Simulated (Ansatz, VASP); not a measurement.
## Al2Cu: VASP beside Ansatz

INCAR

```
PREC = Accurate
ENCUT = 600
EDIFF = 1E-7
ISMEAR = 0
SIGMA = 0.1
LREAL = False
LASPH = True
NELM = 80
ALGO = Fast
ISIF = 3
LWAVE = False
LCHARG = False
IBRION = 2
NSW = 100
EDIFFG = -0.005
```

Contents of KPOINTS:

```
Automatic mesh
0
Gamma
  10 10 14
```

Contents of POSCAR:

```
Al2Cu
1.0
    4.1051820000      0.0000000000      0.0000000000
    0.0000000000      4.1051820000      0.0000000000
    0.0000000000      0.0000000000      2.8913130000
Al Cu
2 1
Direct
    0.5000000000      0.0000000000      0.5000000000
    0.0000000000      0.5000000000      0.5000000000
    0.0000000000      0.0000000000      0.0000000000
```

Input for Ansatz:

```yaml
crystal:
  lattice:
    - [4.105182, 0.0, 0.0]
    - [0.0, 4.105182, 0.0]
    - [0.0, 0.0, 2.891313]
  atoms:
    - { symbol: Al, position: [0.5, 0.0, 0.5] }
    - { symbol: Al, position: [0.0, 0.5, 0.5] }
    - { symbol: Cu, position: [0.0, 0.0, 0.0] }
basis:
  ecutwfc: 420
kpoints:
  mp_grid: { grid: [10, 10, 14] }
hamiltonian:
  xc: lda
scf:
  occupations: { method: gaussian, width: 0.1 }
output:
  forces: true
  stress: true
  eigenvalues: true
relax:
  adjacent_minimum: "off"
  f_tol: 0.005
  max_steps: 80
  cell: { stress_tol: 0.05 }
```

Alike in both runs: task relaxation of cell and atoms; functional LDA; k mesh 10 × 10 × 14; occupations gaussian, width 0.1 eV; no spin polarisation.

|  | VASP | Ansatz |
| --- | --- | --- |
| version | VASP 6.6.1 | Ansatz 0.2.0 |
| potentials or method | VASP PAW LDA potentials, release 64 (Al, Cu), cutoff 600 eV | scalar-relativistic, plane waves, PAW |
| valence electrons in the cell | 17 | 25 |

```csv
,VASP,Ansatz,Ansatz less VASP
"gap on the k mesh at the Fermi level, each at its own relaxed structure (eV)",none,none,-
relaxed volume (Å³/atom),15.42,15.37,-0.044
relaxed cell length with the largest relative difference (Å),4.046,4.043,-0.0039
```

LDA's correlation is that of Perdew and Zunger in VASP and of Perdew and Wang (1992) in Ansatz. A gap of «none» marks a metal or a gap that the smearing closes. VASP's potentials hold 17 valence electrons a cell and Ansatz's 25, so a difference there can come from the potentials and not from the codes.
